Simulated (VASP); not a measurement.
K2S, 3 atoms in the cell. The structure is cubic, space group Fm-3m (No. 225). Conventional cell: a = 7.336 Å, b = 7.336 Å, c = 7.336 Å, α = 90.00°, β = 90.00°, γ = 90.00°. K (site symmetry -43m) has 4 S at 3.18 Å and 6 K at 3.67 Å within 4.2 Å. S (site symmetry m-3m) has 8 K at 3.18 Å within 4.2 Å. 

| Property | Result |
| --- | --- |
| Program | VASP 6.6.1 |
| Task | single point |
| Functional | PBEsol |
| Potentials or basis | VASP PAW PBE potentials, release 64 (K_sv, S) |
| Cutoff | 500 eV |
| k mesh | 10 × 10 × 10 |
| Occupations | fermi-dirac, width 0.1 eV |
| Spin | no spin polarisation |
| Dipole correction | no |
| Further INCAR settings | ALGO = Normal; EDIFF = 1e-06; NBANDS = 19 |

Potentials or basis: VASP PAW PBE potentials, release 64 (K_sv, S).

Command:

```sh
$ cat potpaw_PBE.64/K_sv/POTCAR potpaw_PBE.64/S/POTCAR > POTCAR
$ mpirun -np 1 vasp_std > vasp.out
```

Hardware: 1 thread of Intel(R) Xeon(R) 6975P-C (Granite Rapids) (shared host).

**Question.** How long does it take, and how much memory?

**Answer.** Wall time 58 s on 1 thread of Intel(R) Xeon(R) 6975P-C (Granite Rapids), with other jobs on the host, peak memory 0.27 GiB. Counts: scf iterations 15, k points 47.
